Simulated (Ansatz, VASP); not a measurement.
## One calculation of SrAl4Bi, two programs

Contents of INCAR:

```
PREC = Accurate ; ENCUT = 600
EDIFF = 1E-7 ; ISMEAR = 0
SIGMA = 0.1 ; LREAL = F
LASPH = T ; NELM = 100
ALGO = Fast ; ISIF = 3
LWAVE = F ; LCHARG = F
GGA = PE ; IBRION = 2
NSW = 90 ; EDIFFG = -0.04
```

KPOINTS

```
Automatic mesh
0
Gamma
  4 4 4
```

Contents of POSCAR:

```
SrAl4Bi
1.0
    0.0000000000      3.8630724400      3.8630724400
    3.8630724400      0.0000000000      3.8630724400
    3.8630724400      3.8630724400      0.0000000000
Sr Al Bi
1 4 1
Direct
    0.2500000000      0.2500000000      0.2500000000
    0.6257700000      0.1226900000      0.6257700000
    0.6257700000      0.6257700000      0.1226900000
    0.6257700000      0.6257700000      0.6257700000
    0.1226900000      0.6257700000      0.6257700000
    0.0000000000      0.0000000000      0.0000000000
```

Input for Ansatz:

```yaml
crystal:
  lattice:
    - [0.0, 3.86307244, 3.86307244]
    - [3.86307244, 0.0, 3.86307244]
    - [3.86307244, 3.86307244, 0.0]
  atoms:
    - { symbol: Sr, position: [0.25, 0.25, 0.25] }
    - { symbol: Al, position: [0.62577, 0.12269, 0.62577] }
    - { symbol: Al, position: [0.62577, 0.62577, 0.12269] }
    - { symbol: Al, position: [0.62577, 0.62577, 0.62577] }
    - { symbol: Al, position: [0.12269, 0.62577, 0.62577] }
    - { symbol: Bi, position: [0.0, 0.0, 0.0] }
basis:
  ecutwfc: 420
kpoints:
  mp_grid: { grid: [4, 4, 4] }
hamiltonian:
  xc: pbe
scf:
  occupations: { method: gaussian, width: 0.1 }
  lower_state_search: "off"
output:
  forces: true
  stress: true
  eigenvalues: true
relax:
  adjacent_minimum: "off"
  f_tol: 0.04
  max_steps: 70
  cell: { stress_tol: 0.4 }
```

Alike in both runs: task relaxation of cell and atoms; functional PBE; k mesh 4 × 4 × 4; occupations gaussian, width 0.1 eV; no spin polarisation.

```csv
,VASP,Ansatz
version,VASP 6.6.1,Ansatz 0.2.0
potentials or method,"VASP PAW PBE potentials, release 64 (Sr_sv, Al, Bi_d), cutoff 600 eV","scalar-relativistic, plane waves, PAW"
valence electrons in the cell,37,37
```

Ansatz gave:

- gap on the k mesh at the Fermi level, each at its own relaxed structure (eV): none
- relaxed volume (Å³/atom): 22.87
- relaxed length of the cell vector where the two differ most in proportion (Å): 5.789

Problem. Estimate VASP's values.

Solution. gap on the k mesh at the Fermi level, each at its own relaxed structure (eV): none; relaxed volume (Å³/atom): 22.89; relaxed length of the cell vector where the two differ most in proportion (Å): 5.791.

A gap of «none» marks a metal or a gap that the smearing closes.

Spin-orbit coupling is off throughout. Noted on VASP's run: the volume moved by over 15 % at a fixed basis, so the end points are rough.
